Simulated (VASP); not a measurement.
A run of VASP 6.6.1:

File INCAR:

```
PREC = Accurate ; ENCUT = 520
EDIFF = 1E-6 ; ISMEAR = 0
SIGMA = 0.01 ; LREAL = F
LASPH = T ; NELM = 60
ALGO = Normal ; ISIF = 2
LWAVE = F ; LCHARG = F
GGA = PE ; NBANDS = 35
```

File KPOINTS:

```
Automatic mesh
0
Gamma
  8 8 8
```

Contents of POSCAR:

```
SnO2
1.0
   -2.0056597444      2.0056597444      5.1290628100
    2.0056597444     -2.0056597444      5.1290628100
    2.0056597444      2.0056597444     -5.1290628100
Sn O
2 4
Direct
    0.7500000000      0.2500000000      0.5000000000
    0.0000000000      0.0000000000      0.0000000000
    0.7975941560      0.7975941560      0.0000000000
    0.9524058440      0.4524058440      0.5000000000
    0.2024058440      0.2024058440      0.0000000000
    0.5475941560      0.0475941560      0.5000000000
```

Potentials or basis: VASP PAW PBE potentials, release 64 (Sn_d, O).

Command:

```console
$ cat potpaw_PBE.64/Sn_d/POTCAR potpaw_PBE.64/O/POTCAR > POTCAR
$ mpirun -np 1 vasp_std > vasp.out
```

Hardware: 1 thread of Intel(R) Xeon(R) 6975P-C (Granite Rapids) (shared host).

Task: How long does it take, and how much memory?

Result: Run time: 3.1 min on 1 thread of Intel(R) Xeon(R) 6975P-C (Granite Rapids) (shared host), peak memory 0.38 GiB. Counts: scf iterations 14, k points 59.
